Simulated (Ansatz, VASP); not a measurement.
Ag in VASP and in Ansatz

```
CELL_PARAMETERS angstrom
0.00000 2.05250 2.05250
2.05250 0.00000 2.05250
2.05250 2.05250 0.00000
ATOMIC_POSITIONS crystal
Ag 0.00000 0.00000 0.00000
```

Alike in both runs: functional r2SCAN; k mesh 22 × 22 × 22; occupations fermi-dirac, width 0.15 eV; no spin polarisation.

Ansatz relaxed the structure, and its values are those at the end. VASP's run is a single point on that final structure, the one shown.

```csv
,VASP,Ansatz
version,VASP 6.6.1,Ansatz 0.2.0
potentials or method,"VASP PAW PBE potentials, release 64 (Ag), cutoff 520 eV","scalar-relativistic, plane waves, PAW"
valence electrons in the cell,11,19
```

```csv
,VASP,Ansatz,Ansatz less VASP
gap on the k mesh at the Fermi level (eV),none,none,-
pressure (GPa),0.1,0.0,-0.11
```

VASP's potentials were made for PBE, not for r2SCAN. A gap of «none» marks a metal or a gap that the smearing closes. VASP's potentials hold 11 valence electrons a cell and Ansatz's 19, so a difference there can come from the potentials and not from the codes.
